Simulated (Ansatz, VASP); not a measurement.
TiH in VASP and in Ansatz

```
Ti H
1.0
     2.90766    0.00000    0.00000
     0.00000    2.90766    0.00000
     0.00000    0.00000    4.50640
Ti H
2 2
Direct
  0.50000 0.00000 0.50000
  0.00000 0.50000 0.00000
  0.00000 0.00000 0.25000
  0.00000 0.00000 0.75000
```

Alike in both runs: task single point; functional r2SCAN; k mesh 8 × 8 × 5; no spin polarisation.

```csv
,VASP,Ansatz
version,VASP 6.6.1,Ansatz 0.2.0
potentials or method,"VASP PAW PBE potentials, release 64 (Ti_sv, H), cutoff 520 eV","plane waves, PAW"
occupations,"fermi-dirac, width 0.1 eV",fermi-dirac
valence electrons in the cell,26,26
```

```tsv
	VASP	Ansatz	Ansatz less VASP
pressure (GPa)	6.2	5.7	-0.45
traceless stress, the component that is largest in VASP (GPa)	0.22	0.20	-0.028
```

VASP's potentials were made for PBE, not for r2SCAN.
